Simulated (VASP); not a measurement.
Runs of VASP 6.6.1 on Sc3W. The structure is that of space group Pm-3m (No. 221), or close to it. The cells are those of the table. The cell was built from a structure type or drawn by symmetry, and may not be a known phase.

```tsv
task	cell	k mesh	cutoff (eV)	gap on the mesh (eV)	pressure (GPa)	relaxed volume (Å³/atom)
single point	a = 4.361 Å, 4 atoms	10 × 10 × 10	520	none	0.1	-
relaxation of cell and atoms	relaxed from a = 4.368 Å, 4 atoms	10 × 10 × 10	600	none	0.0	20.78
relaxation of cell and atoms	relaxed from a = 4.478 Å, 4 atoms	4 × 4 × 4	600	none	0.0	(a)
single point	a = 4.368 Å, 4 atoms	4 × 4 × 4	520	none	0.1	-
single point	a = 4.478 Å, 4 atoms	4 × 4 × 4	520	none	-5.8	-
```

Alike in all rows: level PBE; potentials or basis VASP PAW PBE potentials, release 64 (Sc_sv, W_sv); no spin polarisation; smearing gaussian 0.1 eV.

Task: Estimate the missing entries.

Result: (a) 20.87.

Caveats: spin-orbit coupling is left out, which moves the levels of the heavy elements; the cell stands under tension (at least some runs).

A k mesh can miss the band edges, and the runs leave out spin-orbit coupling on W.

A gap of «none» marks levels without a gap at the run's occupations.
